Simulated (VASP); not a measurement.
A run of VASP 6.6.1:

The input INCAR:

```
SYSTEM = Si8HS16
ALGO = Normal ; EDIFF = 1E-6
ENCUT = 400 ; GGA = PE
GGA_COMPAT = .False. ; ISIF = 2
ISMEAR = 0 ; LASPH = .True.
LCHARG = .True. ; LELF = .True.
LREAL = .False. ; LVHAR = .True.
LWAVE = .False. ; NBANDS = 82
NELECT = 130.0 ; NELM = 120
PREC = Accurate ; SIGMA = 0.02
```

KPOINTS

```
Automatic mesh
0
Gamma
  2 2 2
  0.5 0.5 0.5
```

Contents of POSCAR:

```
Si8HS16
1.0
   -6.3694089842      0.0000000000      5.5926732962
    6.3694089842      0.0000000000      5.5926732962
    0.0000000000     11.0875936402      0.0000000000
Si S H
8 16 1
Direct
    0.4152594381      0.3252349160     -0.0003778097
    0.8748768217      0.3763745261      0.4973608502
    0.8152934669      0.9252188935      0.0001591869
    0.3749427491      0.8754986104      0.5021388031
    0.1348310152      0.1086350211     -0.0023282780
    0.6259694900      0.1249286543      0.5000042552
    0.6324962701      0.6053107022      0.0018094097
    0.1238574819      0.6269975704      0.4994538202
    0.0888809010      0.4143914790      0.3917269284
    0.6493451887      0.3706287482      0.9254137853
    0.5897610433      0.9087906432      0.3970002999
    0.0150166295      0.9377348934      0.8755180173
    0.9703592426      0.1000431719      0.1370410072
    0.4123806524      0.0908137684      0.6065862637
    0.4230471387      0.5322591553      0.1120067203
    0.9083689118      0.5901346761      0.6034912730
    0.8443575414      0.1597021815      0.6003187180
    0.3695885555      0.0909636462      0.0733027406
    0.3386329309      0.6588315561      0.6047111950
    0.8038565976      0.7246194186      0.1239753227
    0.2076995647      0.3184613326      0.8878529751
    0.6569407491      0.3407906942      0.3960236227
    0.6406365410      0.7701796433      0.8627951484
    0.1593378336      0.8447445976      0.3980839435
    0.6983341473      0.0411034670      0.0006043692
```

Potentials or basis: VASP PAW PBE potentials, release 64 (Si, S, H).

Launch:

```bash
$ cat potpaw_PBE.64/Si/POTCAR potpaw_PBE.64/S/POTCAR potpaw_PBE.64/H/POTCAR > POTCAR
$ mpirun -np 1 vasp_std > vasp.out
```

Hardware: 1 thread of Intel(R) Xeon(R) 6975P-C (Granite Rapids), with other jobs on the host.

How long does it take, and how much memory?

It took 2.6 min on 1 thread of Intel(R) Xeon(R) 6975P-C (Granite Rapids), on a shared host, peak memory 0.56 GiB. Counts: scf iterations 19, k points 4.
